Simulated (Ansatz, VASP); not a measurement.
# C in VASP and in Ansatz

Contents of INCAR:

```
PREC = Accurate
ENCUT = 520
EDIFF = 1E-6
ISMEAR = -1
SIGMA = 0.05
LREAL = F
LASPH = T
NELM = 80
ALGO = Normal
ISIF = 2
LWAVE = F
LCHARG = F
NBANDS = 16
```

The input KPOINTS:

```
regular mesh
0
Gamma
  12 12 2
```

The input POSCAR:

```
C
1.0
    2.4724943874      0.0000000000      0.0000000000
   -1.2362471937      2.1412429502      0.0000000000
    0.0000000000      0.0000000000     24.2937923774
C
4
Direct
    0.6666666667      0.3333333333      0.5704754400
    0.3333333333      0.6666666667      0.4295245600
    0.0000000000      0.0000000000      0.4295312300
    0.0000000000      0.0000000000      0.5704687700
```

input.yaml

```yaml
crystal:
  lattice:
    - [2.4724943874, 0.0, 0.0]
    - [-1.2362471937, 2.1412429502, 0.0]
    - [0.0, 0.0, 24.2937923774]
  atoms:
    - { symbol: C, position: [0.6666666667, 0.3333333333, 0.57047544] }
    - { symbol: C, position: [0.3333333333, 0.6666666667, 0.42952456] }
    - { symbol: C, position: [0.0, 0.0, 0.42953123] }
    - { symbol: C, position: [0.0, 0.0, 0.57046877] }
hamiltonian:
  xc: lda
  pseudopotentials: { kind: paw }
kpoints:
  mp_grid: { grid: [12, 12, 2] }
scf:
  occupations: { method: fermi_dirac, width: 0.05 }
output:
  forces: true
  stress: true
  eigenvalues: true
```

Alike in both runs: task single point; functional LDA; k mesh 12 × 12 × 2; occupations fermi-dirac, width 0.05 eV; no spin polarisation.

|  | VASP | Ansatz |
| --- | --- | --- |
| version | VASP 6.6.1 | Ansatz 0.2.0 |
| potentials or method | VASP PAW LDA potentials, release 64 (C) | Ansatz PAW |
| plane-wave cutoff (eV) | 520 | 420 |
| valence electrons in the cell | 16 | 16 |

```csv
,VASP,Ansatz,Ansatz less VASP
gap on the k mesh at the Fermi level (eV),none,none,-
rms of the force components (eV/Å),0.010,0.010,-0.0001
```

LDA's correlation is that of Perdew and Zunger in VASP and of Perdew and Wang (1992) in Ansatz. Atom by atom the forces differ by 0.000 eV/Å (rms over components). A gap of «none» marks a metal or a gap that the smearing closes.
